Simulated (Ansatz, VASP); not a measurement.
One calculation of Be3H, two programs

```
Be H
1.0
     3.08623    0.00000    0.00000
     0.00000    3.08623    0.00000
     0.00000    0.00000    3.08623
Be H
3 1
Direct
  0.00000 0.50000 0.50000
  0.50000 0.00000 0.50000
  0.50000 0.50000 0.00000
  0.00000 0.00000 0.00000
```

Alike in both runs: functional PBE; k mesh 16 × 16 × 16; occupations gaussian, width 0.1 eV; no spin polarisation.

Ansatz relaxed the structure, and its values are those at the end. VASP's run is a single point on that final structure, the one shown.

|  | VASP | Ansatz |
| --- | --- | --- |
| version | VASP 6.6.1 | Ansatz 0.2.0 |
| potentials or method | VASP PAW PBE potentials, release 64 (Be, H), cutoff 520 eV | scalar-relativistic, plane waves, PAW |
| valence electrons in the cell | 7 | 7 |

```tsv
	VASP	Ansatz	Ansatz less VASP
gap on the k mesh at the Fermi level (eV)	none	none	-
pressure (GPa)	0.0	0.0	-0.05
```

A gap of «none» marks a metal or a gap that the smearing closes.
